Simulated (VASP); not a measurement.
CdSe, 4 atoms in the cell. It takes space group P6_3mc (No. 186, hexagonal). Conventional cell: a = 4.299 Å, b = 4.299 Å, c = 7.052 Å, α = 90.00°, β = 90.00°, γ = 120.00°. Within 3.5 Å of Cd (site symmetry 3m) lie 4 Se at 2.64 Å. Se (site symmetry 3m) has 4 Cd at 2.64 Å within 3.5 Å. 

- Program: VASP 6.6.1
- Task: single point
- Functional: PBE
- Potentials or basis: VASP PAW PBE potentials, release 64 (Cd, Se)
- Cutoff: 520 eV
- k mesh: 8 × 8 × 5
- Occupations: gaussian, width 0.05 eV
- Spin: no spin polarisation
- Dipole correction: no
- Further INCAR settings: ALGO = Normal; EDIFF = 1e-06; NBANDS = 26

Potentials or basis: VASP PAW PBE potentials, release 64 (Cd, Se).

Run with:

```console
$ cat potpaw_PBE.64/Cd/POTCAR potpaw_PBE.64/Se/POTCAR > POTCAR
$ mpirun -np 1 vasp_std > vasp.out
```

Hardware: 1 thread of Intel Xeon 8259CL (shared host).

Problem. How long does it take, and how much memory?

Solution. It took 100 s on 1 thread of Intel Xeon 8259CL (shared host), peak memory 0.26 GiB. Counts: scf iterations 14, k points 30.
